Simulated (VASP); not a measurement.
Set up this calculation in VASP 6.6.1, as the native input.

- Task: single point
- Functional: PBE
- Potentials or basis: VASP PAW PBE potentials, release 64 (K_sv)
- Cutoff: 520 eV
- k mesh: 14 × 14 × 14
- Occupations: gaussian, width 0.15 eV
- Spin: no spin polarisation
- Dipole correction: no
- Further INCAR settings: ALGO = Fast; EDIFF = 1e-07; NBANDS = 10

The structure of K lies in POSCAR:

```
K
1.0
   -2.6572700000      2.6572700000      2.6965400000
    2.6572700000     -2.6572700000      2.6965400000
    2.6572700000      2.6572700000     -2.6965400000
K
1
Direct
    0.0000000000      0.0000000000      0.0000000000
```

This cell differs from its parent crystal: strain +0.015 along x and y, +0.030 along z.

These files were run (other wordings do the same):

INCAR

```
PREC = Accurate ; ENCUT = 520
EDIFF = 1E-7 ; ISMEAR = 0
SIGMA = 0.15 ; LREAL = F
LASPH = T ; NELM = 80
ALGO = Fast ; ISIF = 2
LWAVE = F ; LCHARG = F
GGA = PE ; NBANDS = 10
```

KPOINTS

```
Automatic mesh
0
Gamma
  14 14 14
```

Potentials or basis: VASP PAW PBE potentials, release 64 (K_sv).

The run is started by

```bash
$ cat potpaw_PBE.64/K_sv/POTCAR > POTCAR
$ mpirun -np 1 vasp_std > vasp.out
```

Results of the run:

```yaml
Pressure: -0.1 GPa
```

Caveat: the cell differs from its parent crystal (strain +0.015 along x and y, +0.030 along z).

Wall time 2.6 min on 1 thread of Intel(R) Xeon(R) Platinum 8259CL CPU @ 2.50GHz (Skylake/Cascade Lake) (shared host), peak memory 0.33 GiB.
